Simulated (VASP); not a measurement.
A run of VASP 6.6.1 is set up as follows.

INCAR

```
  ALGO = Fast
  EDIFF = 1E-7
  ENCUT = 520
  GGA = PS
  ISIF = 2
  ISMEAR = 0
  LASPH = True
  LCHARG = True
  LELF = True
  LREAL = False
  LVHAR = True
  LWAVE = False
  NBANDS = 36
  NELM = 100
  PREC = Accurate
  SIGMA = 0.15
```

KPOINTS

```
k-points
0
Gamma
  20 20 4
```

The input POSCAR:

```
Ir
1.0
    1.9197000000     -1.9197000000      0.0000000000
    1.9197000000      0.0000000000     -1.9197000000
    8.2561502692      8.2561502692      8.2561502692
Ir
6
Direct
    0.6666666667      0.6666666667      0.0774903556
    0.0000000000      0.0000000000      0.8525489230
    0.3333333333      0.3333333333      0.2325020691
    0.6666666667      0.6666666667      0.5425254960
    0.0000000000      0.0000000000      0.3875137825
    0.3333333333      0.3333333333      0.6975372095
```

Potentials or basis: VASP PAW PBE potentials, release 64 (Ir).

Run with:

```bash
$ cat potpaw_PBE.64/Ir/POTCAR > POTCAR
$ mpirun -np 1 vasp_std > vasp.out
```

Estimate the band gap on the k mesh.

zero (band 27 reaches 10.17 eV, above the bottom of band 28 at 7.72 eV).

Predict the largest force.

0.538 eV/Å.

What does it give for the pressure?

-9.5 GPa.

Stress tensor (GPa, compression positive):
```
-9.53 -1.85 -1.85
-1.85 -9.53 -1.85
-1.85 -1.85 -9.53
```

Caveat: the PAW data sets were made with another functional, which shifts forces and pressure a little; spin-orbit coupling is left out, which moves the levels of the heavy elements.
